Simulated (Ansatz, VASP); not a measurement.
Al4GeRu in VASP and in Ansatz

Contents of INCAR:

```
SYSTEM = Al4GeRu
PREC = Accurate ; ENCUT = 600
EDIFF = 1E-6 ; ISMEAR = 0
SIGMA = 0.1 ; LREAL = .False.
LASPH = .True. ; NELM = 80
ALGO = Fast ; ISIF = 3
LWAVE = .False. ; LCHARG = .False.
GGA = PE ; IBRION = 2
NSW = 100 ; EDIFFG = -0.01
```

KPOINTS

```
regular mesh
0
Gamma
  10 10 10
  0 0 0
```

The input POSCAR:

```
Al4GeRu
1.0
    0.0000000000      3.6370362307      3.6370362307
    3.6370362307      0.0000000000      3.6370362307
    3.6370362307      3.6370362307      0.0000000000
Al Ge Ru
4 1 1
Direct
    0.3743832256      0.8768503232      0.3743832256
    0.3743832256      0.3743832256      0.8768503232
    0.8768503232      0.3743832256      0.3743832256
    0.3743832256      0.3743832256      0.3743832256
    0.7500000000      0.7500000000      0.7500000000
    0.0000000000      0.0000000000      0.0000000000
```

Input for Ansatz:

```yaml
crystal:
  lattice:
    - [0.0, 3.6370362307, 3.6370362307]
    - [3.6370362307, 0.0, 3.6370362307]
    - [3.6370362307, 3.6370362307, 0.0]
  atoms:
    - { symbol: Al, position: [0.3743832256, 0.8768503232, 0.3743832256] }
    - { symbol: Al, position: [0.3743832256, 0.3743832256, 0.8768503232] }
    - { symbol: Al, position: [0.8768503232, 0.3743832256, 0.3743832256] }
    - { symbol: Al, position: [0.3743832256, 0.3743832256, 0.3743832256] }
    - { symbol: Ge, position: [0.75, 0.75, 0.75] }
    - { symbol: Ru, position: [0.0, 0.0, 0.0] }
basis:
  ecutwfc: 420
kpoints:
  mp_grid: { grid: [10, 10, 10] }
hamiltonian:
  xc: pbe
scf:
  occupations: { method: gaussian, width: 0.1 }
output:
  forces: true
  stress: true
  eigenvalues: true
relax:
  adjacent_minimum: "off"
  f_tol: 0.01
  max_steps: 80
  cell: { stress_tol: 0.05 }
```

Change from the starting cell: species swapped into the GdInNi4 type (F-43m, No. 216).

Alike in both runs: task relaxation of cell and atoms; functional PBE; k mesh 10 × 10 × 10; occupations gaussian, width 0.1 eV; no spin polarisation.

```csv
,VASP,Ansatz
version,VASP 6.6.1,Ansatz 0.2.0
potentials or method,"VASP PAW PBE potentials, release 64 (Al, Ge_d, Ru_pv), cutoff 600 eV","scalar-relativistic, plane waves, PAW"
valence electrons in the cell,40,42
```

```csv
,VASP,Ansatz,Ansatz less VASP
"gap on the k mesh at the Fermi level, each at its own relaxed structure (eV)",none,none,-
relaxed volume (Å³/atom),15.98,15.99,+0.009
relaxed cell length with the largest relative difference (Å),5.138,5.138,+0.0009
```

A gap of «none» marks a metal or a gap that the smearing closes. VASP's potentials hold 40 valence electrons a cell and Ansatz's 42, so a difference there can come from the potentials and not from the codes.
